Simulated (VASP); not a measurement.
Write the native input for VASP 6.6.1 that does the following.

```
Task                   : single point
Functional             : LDA
Potentials or basis    : VASP PAW LDA potentials, release 64 (Mn_pv)
Cutoff                 : 520 eV
k mesh                 : 17 × 17 × 9
Occupations            : fermi-dirac, width 0.1 eV
Spin                   : no spin polarisation
Dipole correction      : no
Further INCAR settings : ALGO = Normal; EDIFF = 1e-06; NBANDS = 20
```

The structure of Mn lies in POSCAR:

```
Mn
1.0
   -1.3788802109      1.6779116064      1.2298670101
    1.6779116064     -1.3788802109      1.2298670101
    2.8041181435      2.8041181435     -0.6821904616
Mn
2
Direct
    0.0416635149      0.9583364851      0.0000000000
    0.7083364851      0.2916635149      0.5000000000
```

This cell differs from its parent crystal: volume scaled by 1.08.

These files were run (other wordings do the same):

INCAR

```
PREC = Accurate
ENCUT = 520
EDIFF = 1E-6
ISMEAR = -1
SIGMA = 0.1
LREAL = F
LASPH = T
NELM = 60
ALGO = Normal
ISIF = 2
LWAVE = F
LCHARG = T
GGA = CA
LELF = T
LVHAR = T
NBANDS = 20
```

KPOINTS

```
Automatic mesh
0
Gamma
  17 17 9
```

Potentials or basis: VASP PAW LDA potentials, release 64 (Mn_pv).

Run with:

```console
$ cat potpaw_LDA.64/Mn_pv/POTCAR > POTCAR
$ mpirun -np 1 vasp_std > vasp.out
```

It gave:

```json
{
  "Pressure": "-21.2 GPa",
  "Band gap on the k mesh": "zero (band 13 reaches 10.98 eV, above the bottom of band 14 at 9.05 eV)"
}
```

Caveat: the run has no spin polarisation, though such a crystal can be magnetic.

Run time: 85 s on 1 thread of Intel(R) Xeon(R) 6975P-C (Granite Rapids), on a shared host, peak memory 0.32 GiB.
